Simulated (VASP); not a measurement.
Be2ZnTe2O, 6 atoms in the cell. It takes space group P6/mmm (No. 191, hexagonal). Conventional cell: a = 7.279 Å, b = 7.279 Å, c = 4.118 Å, α = 90.00°, β = 90.00°, γ = 120.00°. Within 2.7 Å of Be (site symmetry -6m2) lie 2 Te at 2.06 Å. Within 2.7 Å of Zn (site symmetry 6/mmm) lie 2 O at 2.06 Å. Te (site symmetry -6m2) has 2 Be at 2.06 Å within 2.7 Å. O (site symmetry 6/mmm) has 2 Zn at 2.06 Å within 2.7 Å. The cell was built from a structure type or drawn by symmetry, and may not be a known phase.

- Program: VASP 6.6.1
- Task: single point
- Functional: PBE
- Potentials or basis: VASP PAW PBE potentials, release 64 (Be, Zn, Te, O)
- Cutoff: 520 eV
- k mesh: 6 × 6 × 4
- Occupations: gaussian, width 0.1 eV
- Spin: no spin polarisation
- Dipole correction: no
- Further INCAR settings: ALGO = Normal; EDIFF = 1e-06; NBANDS = 26

Potentials or basis: VASP PAW PBE potentials, release 64 (Be, Zn, Te, O).

Command:

```sh
$ cat potpaw_PBE.64/Be/POTCAR potpaw_PBE.64/Zn/POTCAR potpaw_PBE.64/Te/POTCAR potpaw_PBE.64/O/POTCAR > POTCAR
$ mpirun -np 1 vasp_std > vasp.out
```

Hardware: 1 thread of Intel(R) Xeon(R) Platinum 8488C (Sapphire Rapids), on a shared host.

Problem. Estimate the wall time of this run.

Solution. It took 110 s on 1 thread of Intel(R) Xeon(R) Platinum 8488C (Sapphire Rapids), on a shared host, peak memory 0.36 GiB. Counts: scf iterations 15, k points 21.
